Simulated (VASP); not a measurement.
Cl:

```
CELL_PARAMETERS angstrom
2.21151 0.00000 0.00000
0.00000 2.21151 0.00000
0.00000 0.00000 2.21151
ATOMIC_POSITIONS crystal
Cl 0.00000 0.00000 0.00000
```

This cell differs from its parent crystal: volume scaled by 0.5.

Base run:

- Program: VASP 6.6.1
- Functional: PBEsol
- Potentials or basis: VASP PAW PBE potentials, release 64 (Cl)
- Cutoff: 520 eV
- k mesh: 15 × 15 × 15
- Occupations: fermi-dirac, width 0.08 eV
- Spin: no spin polarisation

Its results: pressure 148.3 GPa.

Question: The run is repeated on the same cell with these changes: occupations from fermi-dirac, width 0.08 eV to gaussian, width 0.001 eV. What comes out?

Answer: Pressure 149.4 GPa.

Caveats: the PAW data sets were made with another functional, which shifts forces and pressure a little; an odd number of electrons without spin polarisation forces a metal; a magnetic or distorted state may lie lower.
